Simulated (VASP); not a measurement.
Set up this calculation in VASP 6.6.1, as the native input.

```
Task                   : relaxation of cell and atoms
Functional             : PBE
Potentials or basis    : VASP PAW PBE potentials, release 64 (Hg)
Cutoff                 : 600 eV
k mesh                 : 9 × 9 × 14
Occupations            : gaussian, width 0.1 eV
Spin                   : no spin polarisation
Dipole correction      : no
Further INCAR settings : ALGO = Normal; EDIFF = 1e-06; IBRION = 2; EDIFFG = -0.005; NSW = 100; ISIF = 3
```

The structure of Hg lies in POSCAR:

```
Hg
1.0
    5.4666964342      0.0000000000      0.0000000000
   -2.7333482171      4.7342979868      0.0000000000
    0.0000000000      0.0000000000      3.1852178100
Hg
3
Direct
    0.3333333300      0.6666666700      0.5000000000
    0.6666666700      0.3333333300      0.5000000000
    0.0000000000      0.0000000000      0.0000000000
```

These files were run (other wordings do the same):

INCAR

```
SYSTEM = Hg
PREC = Accurate
ENCUT = 600
EDIFF = 1E-6
ISMEAR = 0
SIGMA = 0.1
LREAL = .FALSE.
LASPH = .TRUE.
NELM = 100
ALGO = Normal
ISIF = 3
LWAVE = .FALSE.
LCHARG = .FALSE.
GGA = PE
IBRION = 2
NSW = 100
EDIFFG = -0.005
```

KPOINTS

```
regular mesh
0
G
  9 9 14
  0 0 0
```

Potentials or basis: VASP PAW PBE potentials, release 64 (Hg).

The run is started by

```sh
$ cat potpaw_PBE.64/Hg/POTCAR > POTCAR
$ mpirun -np 1 vasp_std > vasp.out
```

It gave:

| Property | Result |
| --- | --- |
| Relaxed volume | 30.01 Å³/atom |
| Relaxed cell | a = 5.595 Å, b = 5.595 Å, c = 3.321 Å, α = 90.00°, β = 90.00°, γ = 120.00° |
| Space group after relaxing (to 0.05 Å) | P6/mmm (No. 191) |
| Energy gained by relaxing | 8.2 meV/atom |
| Ionic steps | 11 |
| Pressure after relaxing | 0.0 GPa |
| Band gap on the k mesh | zero (band 18 reaches 2.60 eV, above the bottom of band 19 at 0.58 eV) |

Caveat: spin-orbit coupling is left out, which moves the levels of the heavy elements.

Run time: 15 min on 1 thread of Intel(R) Xeon(R) Platinum 8259CL CPU @ 2.50GHz (Skylake/Cascade Lake), on a shared host, peak memory 0.35 GiB.
